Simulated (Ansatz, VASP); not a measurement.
# TiAl3 in VASP and in Ansatz

INCAR

```
SYSTEM = TiAl3
PREC = Accurate ; ENCUT = 520
EDIFF = 1E-6 ; ISMEAR = 0
SIGMA = 0.15 ; LREAL = .False.
LASPH = .True. ; NELM = 60
ALGO = Fast ; ISIF = 2
LWAVE = .False. ; LCHARG = .True.
GGA = PE ; LELF = .True.
LVHAR = .True. ; NBANDS = 18
```

File KPOINTS:

```
Automatic mesh
0
Gamma
  18 18 18
  0 0 0
```

File POSCAR:

```
TiAl3
1.0
   -1.9226734292      1.9995803664      4.3114047966
    1.9226734292     -1.9995803664      4.3114047966
    1.9226734292      1.9995803664     -4.3114047966
Ti Al
1 3
Direct
    0.0000000000      0.0000000000      0.0000000000
    0.5000000000      0.5000000000      0.0000000000
    0.7500000000      0.2500000000      0.5000000000
    0.2500000000      0.7500000000      0.5000000000
```

Input for Ansatz:

```yaml
crystal:
  lattice:
    - [-1.9226734292, 1.9995803664, 4.3114047966]
    - [1.9226734292, -1.9995803664, 4.3114047966]
    - [1.9226734292, 1.9995803664, -4.3114047966]
  atoms:
    - { symbol: Ti, position: [0.0, 0.0, 0.0] }
    - { symbol: Al, position: [0.5, 0.5, 0.0] }
    - { symbol: Al, position: [0.75, 0.25, 0.5] }
    - { symbol: Al, position: [0.25, 0.75, 0.5] }
basis:
  ecutwfc: 420
kpoints:
  mp_grid: { grid: [18, 18, 18] }
hamiltonian:
  xc: pbe
scf:
  occupations: { method: gaussian, width: 0.15 }
output:
  forces: true
  stress: true
  eigenvalues: true
```

Change from the starting cell: strain +0.0400 x Voigt [0, 1, 0, 0, 0, 0], atoms carried along.

Alike in both runs: task single point; functional PBE; k mesh 18 × 18 × 18; occupations gaussian, width 0.15 eV; no spin polarisation.

|  | VASP | Ansatz |
| --- | --- | --- |
| version | VASP 6.6.1 | Ansatz 0.2.0 |
| potentials or method | VASP PAW PBE potentials, release 64 (Ti_sv, Al), cutoff 520 eV | scalar-relativistic, plane waves, PAW |
| valence electrons in the cell | 21 | 21 |

```csv
,VASP,Ansatz,Ansatz less VASP
gap on the k mesh at the Fermi level (eV),none,none,-
pressure (GPa),-3.8,-3.8,+0.02
"traceless stress, the component that is largest in VASP (GPa)",-3.27,-3.27,+0.004
rms of the force components (eV/Å),0.008,0.008,+0.0001
```

Atom by atom the forces differ by 0.000 eV/Å (rms over components). A gap of «none» marks a metal or a gap that the smearing closes.
